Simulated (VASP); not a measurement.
**PbSe: single point with r2SCAN**

Crystal: PbSe.

```xyz
2
Lattice="0.0000 3.0887 2.9960 3.0887 0.0000 2.9960 3.0887 3.0887 0.0000" Properties=species:S:1:pos:R:3 pbc="T T T"
Pb    0.0000    0.0000    0.0000
Se    3.0887    3.0887    2.9960
```

This cell differs from its parent crystal: uniaxial z strain -3.0%.

| Property | Result |
| --- | --- |
| Program | VASP 6.6.1 |
| Task | single point |
| Functional | r2SCAN |
| Potentials or basis | VASP PAW PBE potentials, release 64 (Pb_d, Se) |
| Cutoff | 520 eV |
| k mesh | 8 × 8 × 8 |
| Occupations | gaussian, width 0.01 eV |
| Spin | no spin polarisation |

```yaml
Pressure: 1.8 GPa
Band_gap_on_the_k_mesh: 0.54 eV
```

Stress tensor (GPa, compression positive):
```
0.42 0.00 0.00
0.00 0.42 0.00
0.00 0.00 4.70
```

Levels at points of the mesh, in eV from the valence-band top:
```
           k point  band 6  band 7  band 8  band 9  band 10  band 11  band 12  band 13  band 14  band 15
(0.00, 0.00, 0.00)  -14.21   -6.37   -2.27   -1.98    -1.98     4.78     4.78     5.52     6.86     6.86
(0.50, 0.00, 0.00)  -13.10   -9.13   -1.69   -1.62     0.00     0.54     1.79     1.98     9.06    10.46
(0.50, 0.50, 0.00)  -12.60   -7.68   -5.26   -3.49    -3.49     3.89     5.87     5.87     6.73    11.77
(0.50, 0.00, 0.50)  -12.75   -7.53   -5.19   -3.59    -3.26     4.02     5.66     6.33     6.42    11.61
```

Wall time 3.5 min on 1 thread of Intel Xeon 8259CL, with other jobs on the host, peak memory 0.22 GiB.

Caveat: the cell differs from its parent crystal (uniaxial z strain -3.0%); the PAW data sets were made with another functional, which shifts forces and pressure a little; spin-orbit coupling is left out, which moves the levels of the heavy elements. A k mesh can miss the band edges.
